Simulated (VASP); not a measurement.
Crystal: C.

```
C
1.0
     2.47000    0.00000    0.00000
    -1.23500    2.13908    0.00000
     0.00000    0.00000    6.79000
C
4
Direct
  0.00000 0.00000 0.00000
  0.00000 0.00000 0.50000
  0.33333 0.66667 0.00500
  0.66667 0.33333 0.50500
```

```yaml
Program: VASP 6.6.1
Task: relaxation of cell and atoms
Functional: PBE
Dispersion: D3(BJ)
Potentials_or_basis: VASP PAW PBE potentials, release 64 (C)
Cutoff: 600 eV
k_mesh: 18 × 18 × 6
Occupations: gaussian, width 0.1 eV
Spin: no spin polarisation
```

At the start: pressure -1.8 GPa; volume 8.97 Å³/atom.

**Question.** Where does the relaxation end?

**Answer.** Over 8 steps the energy falls by 5.3 meV/atom and the volume is 8.82 Å³/atom (-1.6 %); space group P6_3/mmc (No. 194, to 0.05 Å).

The path:
```csv
step,energy change (eV),largest force (eV/Å),pressure (GPa),volume (Å³)
1,0.0000,0.5671,-1.85,35.88
2,-0.0069,0.3448,3.93,35.34
3,-0.0193,0.0592,1.36,35.58
4,-0.0168,0.1136,-2.93,35.88
5,-0.0205,0.0028,-0.20,35.69
6,-0.0206,0.0023,-0.17,35.65
7,-0.0209,0.0009,-0.16,35.53
8,-0.0213,0.0017,-0.05,35.29
```

Final structure:
```
C
1.0
     2.46525    0.00000    0.00000
    -1.23262    2.13497    0.00000
     0.00000    0.00000    6.70514
C
4
Direct
  0.00000 0.00000 0.00249
  0.00000 0.00000 0.50249
  0.33333 0.66667 0.00251
  0.66667 0.33333 0.50251
```
